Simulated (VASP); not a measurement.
Wanted: the native input for a VASP 6.6.1 run.

```
Task                   : relaxation of cell and atoms
Functional             : PBE
Potentials or basis    : VASP PAW PBE potentials, release 64 (Ga_d, P, As)
Cutoff                 : 600 eV
k mesh                 : 4 × 4 × 2
Occupations            : gaussian, width 0.1 eV
Spin                   : no spin polarisation
Dipole correction      : no
Further INCAR settings : ALGO = Normal; EDIFF = 1e-06; IBRION = 2; EDIFFG = -0.04; NSW = 90; ISIF = 3
```

The structure of Ga4As3P lies in POSCAR:

```
Ga4As3P
1.0
    3.8849205900      0.0000000000      0.0000000000
    0.0000000000      3.8849205900      0.0000000000
    0.0000000000      0.0000000000     10.9882147800
Ga P As
4 1 3
Direct
    0.5000000000      0.0000000000      0.8750000000
    0.0000000000      0.5000000000      0.1250000000
    0.5000000000      0.0000000000      0.3750000000
    0.0000000000      0.5000000000      0.6250000000
    0.5000000000      0.5000000000      0.0000000000
    0.0000000000      0.0000000000      0.2500000000
    0.5000000000      0.5000000000      0.5000000000
    0.0000000000      0.0000000000      0.7500000000
```

The input as run:

INCAR

```
SYSTEM = Ga4As3P
PREC = Accurate
ENCUT = 600
EDIFF = 1E-6
ISMEAR = 0
SIGMA = 0.1
LREAL = .FALSE.
LASPH = .TRUE.
NELM = 100
ALGO = Normal
ISIF = 3
LWAVE = .FALSE.
LCHARG = .FALSE.
GGA = PE
IBRION = 2
NSW = 90
EDIFFG = -0.04
```

KPOINTS

```
regular mesh
0
G
  4 4 2
  0 0 0
```

Potentials or basis: VASP PAW PBE potentials, release 64 (Ga_d, P, As).

The run is started by

```bash
$ cat potpaw_PBE.64/Ga_d/POTCAR potpaw_PBE.64/P/POTCAR potpaw_PBE.64/As/POTCAR > POTCAR
$ mpirun -np 1 vasp_std > vasp.out
```

Results of the run:

```yaml
Relaxed_volume: 22.97 Å³/atom
Relaxed_cell: a = 4.043 Å, b = 4.043 Å, c = 11.239 Å, α = 90.00°, β = 90.00°, γ = 90.00°
Space_group_after_relaxing_to_0.1_Å: P-4m2 (No. 115)
Energy_gained_by_relaxing: 65.5 meV/atom
Ionic_steps: 10
Pressure_after_relaxing: 0.1 GPa
Largest_force_after_relaxing: 0.037 eV/Å
Band_gap_on_the_k_mesh: 0.44 eV
```

Caveat: semilocal functionals underestimate gaps, and a narrow one can read as zero.

Wall time 21 min on 1 thread of Intel Xeon 8259CL, on a shared host, peak memory 0.36 GiB.
